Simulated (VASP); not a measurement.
**Al4AsN3: single point with PBE**

Al4AsN3:

```
CELL_PARAMETERS angstrom
-2.38087 2.38087 4.52026
2.38087 -2.38087 4.52026
2.38087 2.38087 -4.52026
ATOMIC_POSITIONS crystal
N 0.25000 0.75000 0.50000
N 0.50000 0.50000 0.00000
N 0.75000 0.25000 0.50000
Al 0.85466 0.42550 0.00000
Al 0.14534 0.14534 0.57084
Al 0.42550 0.85466 0.00000
Al 0.57450 0.57450 0.42916
As 0.00000 0.00000 0.00000
```

```yaml
Program: VASP 6.6.1
Task: single point
Functional: PBE
Potentials_or_basis: VASP PAW PBE potentials, release 64 (N, Al, As)
Cutoff: 520 eV
k_mesh: 8 × 8 × 8
Occupations: fermi-dirac, width 0.02 eV
Spin: no spin polarisation
```

* Pressure: 3.5 GPa
* Largest force: 0.199 eV/Å
* Band gap on the k mesh: 0.51 eV (least direct gap 0.91 eV)

Forces on the atoms (eV/Å):
```
N    0.000  0.000  0.000
N    0.000  0.000  0.000
N    0.000  0.000  0.000
Al   0.109 -0.109  0.125
Al   0.109  0.109 -0.125
Al  -0.109  0.109  0.125
Al  -0.109 -0.109 -0.125
As   0.000  0.000  0.000
```

Stress tensor (GPa, compression positive):
```
3.68 0.00 0.00
0.00 3.68 0.00
0.00 0.00 3.11
```

Levels at points of the mesh, in eV from the valence-band top:
```tsv
k point	band 13	band 14	band 15	band 16	band 17	band 18	band 19	band 20
(0.00, 0.00, 0.00)	-3.11	-0.57	-0.40	-0.40	0.51	3.59	4.44	5.00
(0.50, 0.00, 0.00)	-2.12	-1.45	-1.40	-0.51	3.44	3.77	5.16	6.13
(0.50, 0.50, 0.00)	-1.78	-0.65	-0.61	0.00	3.60	4.01	4.50	5.38
(0.50, 0.50, 0.50)	-2.57	-2.05	-0.68	-0.68	0.89	2.55	3.68	5.31
```

It took 5.8 min on 1 thread of Intel Xeon 8259CL, with other jobs on the host, peak memory 0.34 GiB.

Caveat: the cell stands under pressure; semilocal functionals underestimate gaps, and a narrow one can read as zero. A k mesh can miss the band edges.
